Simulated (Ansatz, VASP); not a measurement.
This is a calculation of Ag for VASP 6.6.1.

The input INCAR:

```
SYSTEM = Ag
PREC = Accurate
ENCUT = 520
EDIFF = 1E-7
ISMEAR = 1
SIGMA = 0.15
LREAL = .FALSE.
LASPH = .TRUE.
NELM = 150
ALGO = Normal
ISIF = 2
LWAVE = .FALSE.
LCHARG = .FALSE.
LNONCOLLINEAR = .TRUE.
MAGMOM = 0 0 0
LORBIT = 11
LSORBIT = .TRUE.
GGA_COMPAT = .FALSE.
LORBMOM = .TRUE.
LMAXMIX = 4
GGA = PE
ALDAC = 0.0
AGGAC = 0.0
NBANDS = 22
```

Contents of KPOINTS:

```
Automatic mesh
0
G
  11 11 11
  0 0 0
```

Contents of POSCAR:

```
Ag
1.0
    0.0000000000      1.8576098249      1.8576098249
    1.8576098249      0.0000000000      1.8576098249
    1.8576098249      1.8576098249      0.0000000000
Ag
1
Direct
    0.0000000000      0.0000000000      0.0000000000
```

Potentials or basis: VASP PAW PBE potentials, release 64 (Ag).

Run with:

```sh
$ cat potpaw_PBE.64/Ag/POTCAR > POTCAR
$ mpirun -np 1 vasp_ncl > vasp.out
```

**Question.** Translate it to Ansatz 0.2.0. Potentials there: PseudoDojo standard (PBE files).

**Answer.** As run (the cutoff follows the program's own potentials):

input.yaml

```yaml
crystal:
  lattice:
    - [0.0, 1.8576098249, 1.8576098249]
    - [1.8576098249, 0.0, 1.8576098249]
    - [1.8576098249, 1.8576098249, 0.0]
  atoms:
    - { symbol: Ag, position: [0.0, 0.0, 0.0] }
hamiltonian:
  xc: { exchange: pbe, correlation: none }
  pseudopotentials: { kind: nc_fr }
magnetization:
  noncollinear: true
  spin_orbit: true
kpoints:
  mp_grid: { grid: [11, 11, 11] }
scf:
  occupations: { method: methfessel_paxton, width: 0.15 }
output:
  forces: true
  stress: true
  eigenvalues: true
```

Potentials or basis: PseudoDojo standard (PBE files).

The run is started by

```console
$ ansatz run input.yaml --threads 1 --pin off --max-ram 2560MiB --backend cpu --events-out ev --progress --plain --runs-dir out
```

Both were run:

|  | VASP | Ansatz | Ansatz less VASP |
| --- | --- | --- | --- |
| net moment per atom (μB) | 0.00 | 0.00 | 0.000 |

VASP's potentials were made for PBE, not for PBE exchange alone. VASP's potentials hold 11 valence electrons a cell and Ansatz's 19, so a difference there can come from the potentials and not from the codes.

Noted on Ansatz's run: the potentials were made for another functional, which shifts forces and pressure.
